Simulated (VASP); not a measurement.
Here is a VASP 6.6.1 calculation.

File INCAR:

```
ALGO = Normal ; EDIFF = 1E-6
ENCUT = 520 ; GGA = CA
ISIF = 2 ; ISMEAR = 0
LASPH = True ; LCHARG = False
LREAL = False ; LWAVE = False
NBANDS = 16 ; NELM = 80
PREC = Accurate ; SIGMA = 0.01
```

The input KPOINTS:

```
k-points
0
Gamma
  8 8 8
```

POSCAR

```
CdS
1.0
    2.8926536271      2.8926536271      0.0000000000
   -2.8926536271      2.8926536271      0.0000000000
    0.0000000000      2.8926536271      2.8696275286
Cd S
1 1
Direct
    0.0000000000      0.0000000000      0.0000000000
    0.7500000000      0.2500000000      0.5000000000
```

Potentials or basis: VASP PAW LDA potentials, release 64 (Cd, S).

The run is started by

```console
$ cat potpaw_LDA.64/Cd/POTCAR potpaw_LDA.64/S/POTCAR > POTCAR
$ mpirun -np 1 vasp_std > vasp.out
```

Question: Predict the pressure.

Answer: 0.1 GPa.

Question: Predict the band gap on the k mesh.

Answer: 0.95 eV, direct.

Stress tensor (GPa, compression positive):
```
0.02 0.00 0.00
0.00 0.02 0.00
0.00 0.00 0.18
```

Caveat: the cell differs from its parent crystal (in-plane strain +0.005).
